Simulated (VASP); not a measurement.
Runs of VASP 6.6.1 on NiPt. The structure is that of space group P4/mmm (No. 123), or close to it. The cells are those of the table. 

| cell | gap on the mesh (eV) | pressure (GPa) |
| --- | --- | --- |
| a = 2.516, b = 2.516, c = 3.322 Å, 2 atoms | none | 74.1 |
| a = 2.673, b = 2.673, c = 3.530 Å, 2 atoms | none | -2.9 |
| a = 2.710, b = 2.710, c = 3.578 Å, 2 atoms | none | (c) |
| a = 2.746, b = 2.746, c = 3.625 Å, 2 atoms | none | -19.8 |
| a = 2.577, b = 2.577, c = 3.403 Å, 2 atoms | none | (a) |
| a = 2.636, b = 2.636, c = 3.480 Å, 2 atoms | none | 9.6 |
| a = 2.451, b = 2.451, c = 3.237 Å, 2 atoms | none | (b) |
| a = 2.359, b = 2.359, c = 3.115 Å, 2 atoms | none | 253.9 |

Alike in all rows: task single point; level LDA; potentials or basis VASP PAW LDA potentials, release 64 (Ni, Pt); no spin polarisation; k mesh 11 × 11 × 8; cutoff (eV) 520; smearing fermi-dirac 0.1 eV.

Task: Fill in the values left out.

Result: (a) 35.6; (b) 131.2; (c) -12.5.

Caveats: spin-orbit coupling is left out, which moves the levels of the heavy elements.

A k mesh can miss the band edges, and the runs leave out spin-orbit coupling on Pt.

A gap of «none» marks levels without a gap at the run's occupations.
